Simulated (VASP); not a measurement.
BN: single point with LDA

Crystal: BN.

```xyz
4
Lattice="2.5040 0.0000 0.0000 -1.2520 2.1685 0.0000 0.0000 0.0000 6.6612" Properties=species:S:1:pos:R:3 pbc="T T T"
B     0.0849    1.5305    1.6653
B     1.1671    0.6380    4.9959
N    -0.0848    1.3609    4.9959
N     1.3368    0.8076    1.6653
```

This cell differs from its parent crystal: mode 4 (44.4 1/cm) frozen in, largest displacement +0.120 Å.

| Property | Result |
| --- | --- |
| Program | VASP 6.6.1 |
| Task | single point |
| Functional | LDA |
| Potentials or basis | VASP PAW LDA potentials, release 64 (B, N) |
| Cutoff | 520 eV |
| k mesh | 12 × 12 × 4 |
| Occupations | gaussian, width 0.05 eV |
| Spin | no spin polarisation |

```
Pressure               : -4.2 GPa
Largest force          : 0.017 eV/Å
Band gap on the k mesh : 3.73 eV, indirect (least direct gap 4.14 eV)
```

Forces on the atoms (eV/Å):
```
B   -0.004 -0.007  0.000
B    0.004  0.007  0.000
N    0.015  0.008  0.000
N   -0.015 -0.008  0.000
```

Stress tensor (GPa, compression positive):
```
-5.78  0.11  0.00
 0.11 -6.00  0.00
 0.00  0.00 -0.69
```

Levels at points of the mesh, in eV from the valence-band top:
```tsv
k point	band 5	band 6	band 7	band 8	band 9	band 10	band 11	band 12
(0.00, 0.00, 0.00)	-1.42	-1.42	-1.40	-1.39	4.83	9.90	11.34	11.37
(0.50, 0.00, 0.00)	-4.24	-4.18	-1.44	-0.71	4.43	5.07	9.41	9.80
(0.00, 0.50, 0.00)	-4.24	-4.18	-1.61	-0.41	3.73	5.64	9.37	9.89
(0.50, 0.50, 0.00)	-4.24	-4.18	-1.58	-0.48	3.90	5.50	9.35	9.90
(0.00, 0.00, 0.50)	-1.41	-1.41	-1.41	-1.41	7.23	7.23	11.40	11.40
(0.50, 0.00, 0.50)	-4.21	-4.21	-1.02	-1.02	4.47	4.47	9.83	9.83
(0.00, 0.50, 0.50)	-4.21	-4.21	-1.02	-1.02	4.48	4.48	9.80	9.80
(0.50, 0.50, 0.50)	-4.21	-4.21	-1.02	-1.02	4.48	4.48	9.81	9.81
```

It took 63 s on 1 thread of Intel(R) Xeon(R) Platinum 8488C (Sapphire Rapids), on a shared host, peak memory 0.21 GiB.

Caveat: the cell differs from its parent crystal (mode 4 (44.4 1/cm) frozen in, largest displacement +0.120 Å). A k mesh can miss the band edges.
